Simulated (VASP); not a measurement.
## MgSi2N2: single point with PBE

MgSi2N2:

```xyz
5
Lattice="3.4003 0.0000 0.0000 -1.7001 2.9447 0.0000 0.0000 0.0000 6.9613" Properties=species:S:1:pos:R:3 pbc="T T T"
Mg    0.0000    0.0000    0.0000
Si    0.0000    1.9631    2.7582
Si    1.7001    0.9816    4.2031
N     0.0000    1.9631    1.1329
N     1.7001    0.9816    5.8284
```

The cell was generated, and may not be a known phase.

* Program: VASP 6.6.1
* Task: single point
* Functional: PBE
* Potentials or basis: VASP PAW PBE potentials, release 64 (Mg_sv, Si, N)
* Cutoff: 840 eV
* k mesh: 6 × 6 × 4
* Occupations: gaussian, width 0.1 eV
* Spin: collinear spin, ferromagnetic start
* Starting moments: [0.0, 0.0, 0.0, 1.0, 1.0] μB

```
Pressure                                              : 0.0 GPa
Largest force                                         : 0.080 eV/Å
Band gap on the k mesh                                : zero (filled and empty bands overlap)
Net moment                                            : 0.00 μB per cell
Valence electrons inside the program's atomic spheres : Mg 8.07; Si 1.72; N 3.68
```

Forces in eV/Å, atoms in the order of the input:
```
Mg   0.000  0.000  0.000
Si   0.000  0.000  0.080
Si   0.000  0.000 -0.080
N    0.000  0.000 -0.038
N    0.000  0.000  0.038
```

Stress tensor (GPa, compression positive):
```
-0.10  0.00  0.00
 0.00 -0.10  0.00
 0.00  0.00  0.29
```

Levels at points of the mesh, in eV from the Fermi level:
Spin up:
```
           k point  band 10  band 11  band 12  band 13  band 14  band 15  band 16  band 17  band 18  band 19
(0.00, 0.00, 0.00)    -0.81    -0.81    -0.26    -0.26     1.91     2.91     2.91     5.57     5.89     5.89
(0.50, 0.00, 0.00)    -3.98    -1.82    -1.63    -1.27    -0.70     1.01     3.00     3.94     3.94     8.37
(0.00, 0.00, 0.50)    -0.64    -0.64    -0.47    -0.47     0.84     3.01     3.01     5.78     5.78     6.06
(0.50, 0.00, 0.50)    -3.36    -2.34    -2.00    -1.48    -1.29     1.40     2.97     4.24     4.60     7.67
```
Spin down:
```
           k point  band 11  band 12  band 13  band 14  band 15  band 16  band 17  band 18
(0.00, 0.00, 0.00)    -0.81    -0.26    -0.26     1.91     2.91     2.91     5.57     5.89
(0.50, 0.00, 0.00)    -1.82    -1.63    -1.27    -0.70     1.01     3.00     3.94     3.94
(0.00, 0.00, 0.50)    -0.64    -0.47    -0.47     0.84     3.01     3.01     5.78     5.78
(0.50, 0.00, 0.50)    -2.34    -2.00    -1.48    -1.29     1.40     2.97     4.25     4.60
```

It took 2.1 min on 1 thread of Intel(R) Xeon(R) Platinum 8259CL CPU @ 2.50GHz (Skylake/Cascade Lake), on a shared host, peak memory 0.38 GiB.
